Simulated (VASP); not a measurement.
Input of a VASP 6.6.1 run:

The input POSCAR:

```
Si2W
1.0
   -1.5517211166      1.5517211166      3.8022502457
    1.5517211166     -1.5517211166      3.8022502457
    1.5517211166      1.5517211166     -3.8022502457
Si W
2 1
Direct
    0.3333358885      0.3333358885      0.0000000000
    0.6666641115      0.6666641115      0.0000000000
    0.0000000000      0.0000000000      0.0000000000
```

File INCAR.step1:

```
SYSTEM = Si2W
PREC     = Accurate       ! precision mode
ENCUT    = 520            ! plane-wave cutoff, eV
ISMEAR   = 0              ! smearing method
SIGMA    = 0.1            ! smearing width, eV
LREAL    = .False.        ! projectors in reciprocal space
LASPH    = .True.         ! aspherical terms in the spheres
NELM     = 100            ! most SCF steps
NBANDS   = 18             ! bands
GGA      = PE             ! functional
ALGO     = Normal         ! electronic algorithm
EDIFF    = 1E-4           ! SCF threshold, eV
LWAVE    = .True.         ! write WAVECAR
LCHARG   = .False.        ! write CHGCAR
```

The input INCAR.step2:

```
SYSTEM = Si2W
PREC     = Accurate       ! precision mode
ENCUT    = 520            ! plane-wave cutoff, eV
EDIFF    = 1E-6           ! SCF threshold, eV
ISMEAR   = 0              ! smearing method
SIGMA    = 0.1            ! smearing width, eV
LREAL    = .False.        ! projectors in reciprocal space
LASPH    = .True.         ! aspherical terms in the spheres
NELM     = 100            ! most SCF steps
ALGO     = Normal         ! electronic algorithm
ISIF     = 2              ! what is computed and relaxed
LWAVE    = .False.        ! write WAVECAR
LCHARG   = .False.        ! write CHGCAR
METAGGA  = R2SCAN         ! meta-GGA
LMIXTAU  = .True.       
NBANDS   = 18             ! bands
ISTART   = 1
```

Contents of KPOINTS:

```
Automatic mesh
0
Gamma
  18 18 18
  0 0 0
```

Potentials or basis: VASP PAW PBE potentials, release 64 (Si, W_sv).

Launch:

```sh
$ cat potpaw_PBE.64/Si/POTCAR potpaw_PBE.64/W_sv/POTCAR > POTCAR
$ cp INCAR.step1 INCAR
$ mpirun -np 1 vasp_std > vasp.out
$ cp INCAR.step2 INCAR
$ mpirun -np 1 vasp_std > vasp.out
```

(1) What does it give for the pressure?

(2) Estimate the largest force.

(3) What does it give for the band gap on the k mesh?

## Answers

(1) 27.3 GPa.

(2) 0.011 eV/Å.

(3) zero (bands 11 and 12 overlap by 1.57 eV).

Caveat: the cell stands under pressure; the PAW data sets were made with another functional, which shifts forces and pressure a little; spin-orbit coupling is left out, which moves the levels of the heavy elements.
